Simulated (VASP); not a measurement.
**TaN: single point with PBEsol**

Crystal: TaN.

```
Ta N
1.0
     2.96019    0.00000    0.00000
    -1.48009    2.56360    0.00000
     0.00000    0.00000    3.02501
Ta N
1 1
Cartesian
  0.0000 1.7091 1.5125
  0.0000 0.0000 0.0000
```

```yaml
Program: VASP 6.6.1
Task: single point
Functional: PBEsol
Potentials_or_basis: VASP PAW PBE potentials, release 64 (Ta_pv, N)
Cutoff: 520 eV
k_mesh: 21 × 21 × 18
Occupations: gaussian, width 0.15 eV
Spin: no spin polarisation
```

```json
{"Pressure": "-23.7 GPa", "Band gap on the k mesh": "zero (bands 8 and 9 overlap by 0.37 eV)"}
```

Stress tensor (GPa, compression positive):
```
-15.43   0.00   0.00
  0.00 -15.43   0.00
  0.00   0.00 -40.10
```

Levels at points of the mesh, in eV from the Fermi level:
```
           k point  band 5  band 6  band 7  band 8  band 9  band 10  band 11  band 12
(0.00, 0.00, 0.00)   -4.05   -3.93   -3.93   -3.01    2.12     3.14     3.14     3.61
(0.00, 0.00, 0.50)   -8.99   -3.15   -3.15   -0.10   -0.10     1.72     3.40     3.40
```

Wall time 2.4 min on 1 thread of Intel Xeon 8259CL (shared host), peak memory 0.28 GiB.

Caveat: the cell stands under tension; the PAW data sets were made with another functional, which shifts forces and pressure a little; spin-orbit coupling is left out, which moves the levels of the heavy elements.
